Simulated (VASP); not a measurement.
# Ti24HO48 (a cell with a defect) in VASP: notebook, part 2 of 2

VASP 6.6.1. The steps go on from the part before.

**3. Single point, PBE**

Contents of INCAR:

```
PREC = Accurate
ENCUT = 520
EDIFF = 1E-6
ISMEAR = 0
SIGMA = 0.02
LREAL = Auto
LASPH = T
NELM = 120
ALGO = Normal
ISIF = 2
LWAVE = F
LCHARG = F
GGA = PE
NBANDS = 330
NELECT = 576.0
GGA_COMPAT = F
```

Contents of KPOINTS:

```
regular mesh
0
Gamma
  1 1 1
```

Contents of POSCAR:

```
Ti24HO48
1.0
    9.2865645667      0.0000000000      0.0000000000
    0.0000000000      9.2865645667      0.0000000000
    0.0000000000      0.0000000000      8.8916141668
Ti O H
24 48 1
Direct
   -0.0011378804     -0.0127998895     -0.0003600021
    0.0069257043     -0.0065644297      0.3324511101
   -0.0029295010     -0.0165084730      0.6672086630
    0.0014833257      0.5157258064     -0.0018256528
   -0.0040604897      0.5197020885      0.3360435961
    0.0093564202      0.5102632912      0.6653850346
    0.5230276455      0.0020740716     -0.0096977892
    0.5046477593      0.0094267368      0.3373708017
    0.4955090730      0.0190798221      0.6671878569
    0.5048354498      0.4886155658      0.0003477434
    0.5113671440      0.4953773774      0.3368010514
    0.4905644027      0.4809351152      0.6677814499
    0.2437184369      0.2804254449      0.1737585517
    0.2322331347      0.2487108105      0.5018806390
    0.2335818574      0.2459727689      0.8405578402
    0.2651698572      0.7416280747      0.1661916467
    0.2649384476      0.7468043699      0.4987083241
    0.2667829403      0.7474198828      0.8334373108
    0.7665561305      0.2480812989      0.1688316623
    0.7630802488      0.2440694816      0.5024121511
    0.7665861739      0.2486000052      0.8331356783
    0.7465955737      0.7591067665      0.1675398833
    0.7384006164      0.7565784903      0.5008260499
    0.7380456950      0.7379732247      0.8310938668
    0.1592076369      0.1471842456      0.0050964874
    0.1514364101      0.1558507443      0.3321010049
    0.1520052965      0.1512906081      0.6683271326
    0.1502390890      0.6520684755     -0.0005958423
    0.1495820107      0.6527712112      0.3341209981
    0.1512786553      0.6516281620      0.6670532356
    0.6527887634      0.1509495777      0.0003045566
    0.6455152448      0.1529479486      0.3290189998
    0.6506640811      0.1521333309      0.6663488641
    0.6510885653      0.6531241943      0.0007530691
    0.6527137088      0.6528222527      0.3330303075
    0.6524607627      0.6532259542      0.6641251959
    0.0921462392      0.4061643004      0.1672272292
    0.0944364295      0.4024279348      0.5004544638
    0.0931649152      0.3994750667      0.8357061902
    0.0972299275      0.9035718149      0.1672828996
    0.0967374957      0.9039275977      0.5000729807
    0.0951013686      0.9015061425      0.8332105803
    0.5965927400      0.4029410417      0.1667441898
    0.5961234599      0.4026144408      0.5006815317
    0.5964264783      0.4025012666      0.8339417187
    0.5957920133      0.9033109004      0.1672257671
    0.5935921686      0.9035204504      0.4951063910
    0.5969653213      0.9006062403      0.8276109222
    0.3451039377      0.3506256783     -0.0007696015
    0.3476309217      0.3483319345      0.3366668800
    0.3464861496      0.3444511667      0.6681477501
    0.3464763505      0.8446203054      0.0001789326
    0.3454713502      0.8459267088      0.3323862175
    0.3455632034      0.8473048288      0.6657913725
    0.8444258309      0.3479365245      0.0003705739
    0.8447493089      0.3467240202      0.3343947392
    0.8452452943      0.3457630620      0.6657322157
    0.8465006562      0.8474805665      0.0001410318
    0.8472861997      0.8476776254      0.3329727251
    0.8452174045      0.8476979774      0.6660747856
    0.3873184722      0.0908331594      0.1551595665
    0.3994394238      0.0970614045      0.4975620756
    0.4039078147      0.0958170262      0.8352356345
    0.4019221503      0.5964678284      0.1673421689
    0.4024522710      0.5973246576      0.5001693637
    0.4031447769      0.5978560705      0.8322469758
    0.9033647416      0.0987296210      0.1666812091
    0.9012056008      0.0975723577      0.4996277298
    0.9047974565      0.0993704392      0.8348072533
    0.8994571609      0.5987371283      0.1663636065
    0.9010014349      0.5978642543      0.5026732960
    0.9001326529      0.5971588266      0.8324299572
    0.2975007582      0.0537656306      0.1067081839
```

Potentials or basis: VASP PAW PBE potentials, release 64 (Ti_sv, O, H).

Command:

```sh
cat potpaw_PBE.64/Ti_sv/POTCAR potpaw_PBE.64/O/POTCAR potpaw_PBE.64/H/POTCAR > POTCAR
mpirun -np 1 vasp_gam > vasp.out
```

OUTCAR:

```text
PREC = Accurate
   ENCUT = 520
   EDIFF = 1E-6
   ISMEAR = 0
   LREAL = Auto
   LASPH = T
   NELM = 120
   ISIF = 2
   GGA = PE
   NELECT = 576.0

 ion  position               nearest neighbor table
   1  0.999  0.987  1.000-  42 1.90  40 1.91  58 1.92  69 2.00  67 2.02  25 2.10
   2  0.007  0.993  0.332-  40 1.89  41 1.90  59 2.01  67 2.01  26 2.02  68 2.03
   3  0.997  0.983  0.667-  60 1.89  42 1.89  41 1.90  69 2.03  68 2.03  27 2.12
   4  0.001  0.516  0.998-  28 1.87  72 1.91  70 1.93  39 1.99  37 2.00  55 2.13
   5  0.996  0.520  0.336-  71 1.87  29 1.89  70 1.90  38 2.04  37 2.04  56 2.13
   6  0.009  0.510  0.665-  30 1.86  71 1.94  38 1.94  72 1.97  39 1.99  57 2.16
   7  0.523  0.002  0.990-  31 1.84  48 1.86  46 1.94  63 1.97  61 2.10  52 2.20   9 2.89
   8  0.505  0.009  0.337-  32 1.87  47 1.90  62 1.91  46 1.99  61 2.09  53 2.12
   9  0.496  0.019  0.667-  63 1.86  62 1.90  33 1.90  48 2.03  47 2.08  54 2.12   7 2.89
  10  0.505  0.489  0.000-  43 1.88  45 1.88  49 1.96  64 2.03  66 2.04  34 2.04
  11  0.511  0.495  0.337-  44 1.87  43 1.91  35 1.97  65 2.01  50 2.04  64 2.05
  12  0.491  0.481  0.668-  51 1.84  45 1.92  44 1.92  66 1.99  65 2.01  36 2.20
  13  0.244  0.280  0.174-  37 1.83  50 1.85  49 1.93  26 2.01  25 2.10  61 2.21
  14  0.232  0.249  0.502-  27 1.89  26 1.89  38 1.92  51 2.03  50 2.04  62 2.10
  15  0.234  0.246  0.841-  25 1.86  27 1.92  39 1.93  49 2.00  51 2.07  63 2.11
  16  0.265  0.742  0.166-  64 1.85  52 1.91  53 1.92  28 2.01  29 2.02  40 2.17
  17  0.265  0.747  0.499-  65 1.89  53 1.90  54 1.91  29 2.01  30 2.03  41 2.14
  18  0.267  0.747  0.833-  66 1.88  52 1.89  54 1.90  30 2.03  28 2.03  42 2.14
  19  0.767  0.248  0.169-  56 1.88  67 1.88  55 1.90  32 2.02  31 2.04  43 2.14
  20  0.763  0.244  0.502-  68 1.87  57 1.89  56 1.93  33 1.99  32 2.07  44 2.14
  21  0.767  0.249  0.833-  57 1.89  69 1.89  55 1.89  31 2.04  33 2.04  45 2.13
  22  0.747  0.759  0.168-  59 1.93  58 1.94  46 1.94  35 1.97  34 1.99  70 2.06
  23  0.738  0.757  0.501-  36 1.91  47 1.92  35 1.95  60 1.96  59 1.99  71 2.11
  24  0.738  0.738  0.831-  36 1.86  34 1.88  72 1.99  48 2.00  60 2.04  58 2.08
  25  0.159  0.147  0.005-  15 1.86  13 2.10   1 2.10
  26  0.151  0.156  0.332-  14 1.89  13 2.01   2 2.02
[... 32 lines left out ...]
  59  0.847  0.848  0.333-  22 1.93  23 1.99   2 2.01
  60  0.845  0.848  0.666-   3 1.89  23 1.96  24 2.04
  61  0.387  0.091  0.155-  73 1.00   8 2.09   7 2.10  13 2.21
  62  0.399  0.097  0.498-   9 1.90   8 1.91  14 2.10
  63  0.404  0.096  0.835-   9 1.86   7 1.97  15 2.11
[... 298 lines left out ...]
  energy-cutoff  :      520.00
  volume of cell :      766.82
 maximum number of plane-waves:     10319
 NGX is ok and might be reduce to    70
   NGX = 35   NGY = 35   NGZ = 33

 number of electron     576.0000095 magnetization

 Free energy of the ion-electron system (eV)
  ---------------------------------------------------
  ext. energy  EPLUGINS =         0.00000000
  ---------------------------------------------------
  free energy    TOTEN  =      -652.87201116 eV

  energy without entropy =     -652.87201116  energy(sigma->0) =     -652.87201116

 E-fermi :   4.7440     XC(G=0): -11.2731

 val. band max:        4.5762805987   @ k =   0.0000   0.0000   0.0000
 cond. band min:       6.5831654507   @ k =   0.0000   0.0000   0.0000
 fundamental gap:      2.0068848520
 Fermi energy:         4.7440050771

 k-point     1 :       0.0000    0.0000    0.0000
  band No.  band energies     occupation
      1     -52.3732      2.00000
      2     -52.3694      2.00000
      3     -52.3445      2.00000
      4     -52.2990      2.00000
      5     -52.2937      2.00000
      6     -52.2873      2.00000
[... 292 lines left out ...]
    299       7.0364      0.00000
    300       7.0843      0.00000
 [bands above 300 left out]

------------------------ aborting loop because EDIFF is reached ----------------------------------------

  FORCE on cell =-STRESS in cart. coord.  units (eV):
  Direction    XX          YY          ZZ          XY          YZ          ZX
  --------------------------------------------------------------------------------------
  -------------------------------------------------------------------------------------
  Total        2.7323774      4.1688219      9.7879417     -2.9114975      0.7557832     -1.3834356
  in kB        5.7090060      8.7103007     20.4508414     -6.0832579      1.5791268     -2.8905386
  external PRESSURE =      11.6233827 kB  Pullay stress =       0.0000000 kB

 VOLUME and BASIS-vectors are now :
 -----------------------------------------------------------------------------
  energy-cutoff  :      520.00
  volume of cell :      766.82
      direct lattice vectors                 reciprocal lattice vectors
     9.286564567  0.000000000  0.000000000     0.107682447  0.000000000  0.000000000
     0.000000000  9.286564567  0.000000000     0.000000000  0.107682447  0.000000000
     0.000000000  0.000000000  8.891614167     0.000000000  0.000000000  0.112465519

 POSITION                                       TOTAL-FORCE (eV/Angst)
 -----------------------------------------------------------------------------------
      9.27600      9.16770      8.88841         0.015787      0.077037     -0.005516
      0.06432      9.22560      2.95603        -0.017003      0.032715      0.002309
      9.25936      9.13326      5.93256         0.002555      0.055521     -0.002454
      0.01377      4.78932      8.87538        -0.005100     -0.059994      0.005221
      9.24886      4.82625      2.98797        -0.009331     -0.060081     -0.020961
      0.08689      4.73859      5.91635        -0.013737     -0.046637      0.028036
[... 65 lines left out ...]
      8.35914      5.54555      7.40165        -0.031310      0.026695     -0.018172
      2.76276      0.49930      0.94881         0.179833     -0.391541      0.344159
 -----------------------------------------------------------------------------------
    total drift:                                0.003932     -0.007389      0.002048

  FREE ENERGIE OF THE ION-ELECTRON SYSTEM (eV)
  ---------------------------------------------------
  free  energy   TOTEN  =      -652.8720111562 eV

  energy  without entropy=     -652.8720111562  energy(sigma->0) =     -652.87201116
```

stdout:

```text
POSCAR found type information on POSCAR TiO H
 POSCAR found :  3 types and      73 ions
 scaLAPACK will be used
 LDA part: xc-table for (Slater+PW92), standard interpolation
 POSCAR, INCAR and KPOINTS ok, starting setup
 FFT: planning ... GRIDC
 FFT: planning ... GRID_SOFT
 FFT: planning ... GRID
 WAVECAR not read
 entering main loop
 the old and the new charge density differ
 old charge density:   577.00000 new  576.00001
    0.109E+02
```

It took 16 min on 1 thread of Intel Xeon 8259CL, shared host; peak memory 0.73 GiB.

Results:

```yaml
Free_energy: -652.8720 eV
Largest_force: 0.551 eV/Å
```

Forces in eV/Å, atoms in the order of the input:
```
Ti   0.016  0.077 -0.006
Ti  -0.017  0.033  0.002
Ti   0.003  0.056 -0.002
Ti  -0.005 -0.060  0.005
Ti  -0.009 -0.060 -0.021
Ti  -0.014 -0.047  0.028
Ti  -0.008 -0.038  0.035
Ti   0.046 -0.092  0.040
Ti  -0.026 -0.030 -0.002
Ti  -0.021  0.040 -0.003
Ti  -0.050 -0.011 -0.013
Ti  -0.004  0.032 -0.005
Ti   0.006 -0.101 -0.057
Ti   0.055  0.006  0.011
Ti   0.005 -0.044  0.044
Ti  -0.053  0.004 -0.002
Ti  -0.042  0.017  0.005
Ti  -0.054  0.027  0.005
Ti  -0.055  0.011 -0.008
Ti  -0.062  0.024 -0.014
Ti  -0.059  0.002 -0.006
Ti   0.031 -0.028  0.007
Ti   0.061 -0.085  0.004
Ti   0.064  0.014  0.036
O   -0.235  0.118 -0.047
O   -0.024 -0.031 -0.042
O   -0.045 -0.044 -0.008
O    0.013  0.025 -0.011
O    0.007  0.025 -0.012
O    0.019  0.041 -0.003
O    0.019  0.038  0.001
O    0.021  0.026 -0.015
O   -0.002  0.023 -0.003
O   -0.035 -0.026  0.015
O   -0.013 -0.008 -0.015
O   -0.048 -0.041 -0.022
O   -0.048  0.049  0.002
O   -0.006  0.009 -0.031
O   -0.008  0.043 -0.035
O    0.070 -0.011 -0.023
O    0.043 -0.039 -0.005
O    0.051 -0.032  0.003
O    0.047 -0.045  0.004
O    0.048 -0.037  0.004
O    0.043 -0.045 -0.011
O   -0.009 -0.005 -0.001
O    0.018 -0.015  0.033
O    0.027 -0.015 -0.061
O    0.005  0.011 -0.035
O    0.032  0.037  0.009
O   -0.026 -0.013 -0.046
O    0.040  0.090  0.016
O    0.037  0.056 -0.021
O    0.037  0.057 -0.003
O    0.045  0.049 -0.006
O    0.036  0.054  0.007
O    0.043  0.062 -0.010
O   -0.013  0.008 -0.029
O    0.026  0.023 -0.001
O   -0.004 -0.004 -0.001
O    0.035  0.074  0.042
O   -0.050  0.038 -0.018
O   -0.072  0.050  0.037
O    0.023 -0.019 -0.010
O    0.010  0.003 -0.011
O    0.006 -0.001 -0.001
O   -0.008 -0.016  0.005
O    0.019 -0.013 -0.010
O   -0.030 -0.019 -0.034
O   -0.045  0.040 -0.020
O   -0.056  0.049  0.010
O   -0.031  0.027 -0.018
H    0.180 -0.392  0.344
```

Levels at points of the mesh, in eV from the Fermi level:
| k point | band 285 | band 286 | band 287 | band 288 | band 289 | band 290 | band 291 | band 292 |
| --- | --- | --- | --- | --- | --- | --- | --- | --- |
| (0.00, 0.00, 0.00) | -0.81 | -0.78 | -0.77 | -0.17 | 1.84 | 1.92 | 2.00 | 2.01 |

Caveat: the k points lie up to 0.71 Å⁻¹ apart; the cell carries a net charge on a neutralising background, which shifts energy and pressure; the cell is charged against a uniform background, so pressure and absolute levels hang on convention.
